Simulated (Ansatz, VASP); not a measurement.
C: VASP beside Ansatz

File INCAR:

```
ALGO = Normal ; EDIFF = 1E-6
ENCUT = 520 ; GGA = PS
ISIF = 2 ; ISMEAR = 0
IVDW = 12 ; LASPH = True
LCHARG = False ; LREAL = False
LWAVE = False ; NBANDS = 16
NELM = 60 ; PREC = Accurate
SIGMA = 0.15
```

File KPOINTS:

```
k-points
0
Gamma
  18 18 6
```

File POSCAR:

```
C
1.0
    2.4580081300      0.0000000000      0.0000000000
   -1.2290040650      2.1286974833      0.0000000000
    0.0000000000      0.0000000000      6.5800567345
C
4
Direct
    0.0000000000      0.0000000000      0.0024961493
    0.0000000000      0.0000000000      0.5024961493
    0.3333333333      0.6666666667      0.0025038507
    0.6666666667      0.3333333333      0.5025038507
```

Input for Ansatz:

```yaml
crystal:
  lattice:
    - [2.4580081303, 0.0, 0.0]
    - [-1.2290040652, 2.1286974836, 0.0]
    - [0.0, 0.0, 6.5800567393]
  atoms:
    - { symbol: C, position: [0.0, 0.0, 0.0024961493] }
    - { symbol: C, position: [0.0, 0.0, 0.5024961493] }
    - { symbol: C, position: [0.3333333333, 0.6666666667, 0.0025038507] }
    - { symbol: C, position: [0.6666666667, 0.3333333333, 0.5025038507] }
basis:
  ecutwfc: 520.0
kpoints:
  mp_grid: { grid: [18, 18, 6] }
hamiltonian:
  xc: pbesol
  pseudopotentials: { kind: paw, azcp: { folder: soft_1 } }
  dispersion: d3bj
scf:
  occupations: { method: gaussian, width: 0.15 }
output:
  forces: true
  stress: true
  eigenvalues: true
  write_density: true
  write_potential: true
  elf: true
  volumetric_format: npy
```

Alike in both runs: task single point; functional PBEsol; dispersion D3(BJ); k mesh 18 × 18 × 6; occupations gaussian, width 0.15 eV; no spin polarisation.

|  | VASP | Ansatz |
| --- | --- | --- |
| version | VASP 6.6.1 | Ansatz 0.2.0 |
| potentials or method | VASP PAW PBE potentials, release 64 (C), cutoff 520 eV | scalar-relativistic, plane waves, PAW |
| valence electrons in the cell | 16 | 16 |

VASP gave:

```
gap on the k mesh at the Fermi level (eV)                     : none
pressure (GPa)                                                : 0.8
traceless stress, the component that is largest in VASP (GPa) : -0.90
```

Q: Which values does Ansatz return?

A: gap on the k mesh at the Fermi level (eV): none; pressure (GPa): 0.0; traceless stress, the component that is largest in VASP (GPa): -0.06.

VASP's potentials were made for PBE, not for PBEsol, and Ansatz warns of the same on its side. A gap of «none» marks a metal or a gap that the smearing closes. Ansatz's warnings: structure snapped to symmetry.
